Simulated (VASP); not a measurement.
Runs of VASP 6.6.1 on Ag. The structure is that of space group P6_3/mmc (No. 194), or close to it. The cells are those of the table. This isn't the form of Ag at room conditions, which is fcc.

```csv
cell,gap on the mesh (eV),pressure (GPa)
"a = 2.930, b = 2.930, c = 4.251 Å, angles 90.0, 90.0, 120.0°, 2 atoms",none,15.0
"a = 2.930, b = 2.930, c = 4.431 Å, angles 90.0, 90.0, 120.0°, 2 atoms",none,(a)
"a = 2.930, b = 2.930, c = 5.418 Å, angles 90.0, 90.0, 120.0°, 2 atoms",none,-8.9
"a = 2.930, b = 2.930, c = 4.970 Å, angles 90.0, 90.0, 120.0°, 2 atoms",none,-5.3
"a = 2.930, b = 2.930, c = 5.508 Å, angles 90.0, 90.0, 120.0°, 2 atoms",none,-9.2
"a = 2.930, b = 2.930, c = 5.329 Å, angles 90.0, 90.0, 120.0°, 2 atoms",none,-8.4
"a = 2.930, b = 2.930, c = 4.072 Å, angles 90.0, 90.0, 120.0°, 2 atoms",none,25.7
"a = 2.930, b = 2.930, c = 4.610 Å, angles 90.0, 90.0, 120.0°, 2 atoms",none,(c)
"a = 2.930, b = 2.930, c = 5.149 Å, angles 90.0, 90.0, 120.0°, 2 atoms",none,(b)
```

Alike in all rows: task single point; level r2SCAN; potentials or basis VASP PAW PBE potentials, release 64 (Ag); no spin polarisation; k mesh 18 × 18 × 10; cutoff (eV) 520; smearing gaussian 0.15 eV.

**Question.** Fill in the values left out.

**Answer.** (a) 7.1; (b) -7.2; (c) 1.5.

Caveats: the PAW data sets were made with another functional, which shifts forces and pressure a little; the cell stands under tension (at least some runs); the cell stands under pressure (at least some runs).

A k mesh can miss the band edges, and the runs leave out spin-orbit coupling on Ag.

A gap of «none» marks levels without a gap at the run's occupations.
